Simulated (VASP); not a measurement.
Wanted: the native input for a VASP 6.6.1 run.

```yaml
Task: single point
Functional: PBEsol
Dispersion: D3(BJ)
Potentials_or_basis: VASP PAW PBE potentials, release 64 (Pt)
Cutoff: 520 eV
k_mesh: 12 × 12 × 12
Occupations: fermi-dirac, width 0.05 eV
Spin: no spin polarisation
Dipole_correction: no
Further_INCAR_settings: ALGO = Normal; EDIFF = 1e-06; NBANDS = 11
```

The structure of Pt lies in POSCAR:

```
Pt
1.0
   -1.5842200000      1.5842200000      1.5842200000
    1.5842200000     -1.5842200000      1.5842200000
    1.5842200000      1.5842200000     -1.5842200000
Pt
1
Direct
    0.0000000000      0.0000000000      0.0000000000
```

This isn't the form of Pt at room conditions, which is fcc.

One way to write it, as run:

INCAR

```
PREC = Accurate
ENCUT = 520
EDIFF = 1E-6
ISMEAR = -1
SIGMA = 0.05
LREAL = False
LASPH = True
NELM = 100
ALGO = Normal
ISIF = 2
LWAVE = False
LCHARG = True
GGA = PS
IVDW = 12
LELF = True
LVHAR = True
NBANDS = 11
```

KPOINTS

```
regular mesh
0
Gamma
  12 12 12
```

Potentials or basis: VASP PAW PBE potentials, release 64 (Pt).

The run is started by

```bash
$ cat potpaw_PBE.64/Pt/POTCAR > POTCAR
$ mpirun -np 1 vasp_std > vasp.out
```

It gave:

```json
{
 "Pressure": "-18.8 GPa",
 "Band gap on the k mesh": "zero (bands 5 and 6 overlap by 2.12 eV)",
 "Dispersion energy per atom": "-0.710 eV"
}
```

Caveat: three body term missing; the cell stands under tension; the PAW data sets were made with another functional, which shifts forces and pressure a little; spin-orbit coupling is left out, which moves the levels of the heavy elements.

It took 11 s on 1 thread of Intel Xeon 8259CL, on a shared host, peak memory 0.15 GiB.
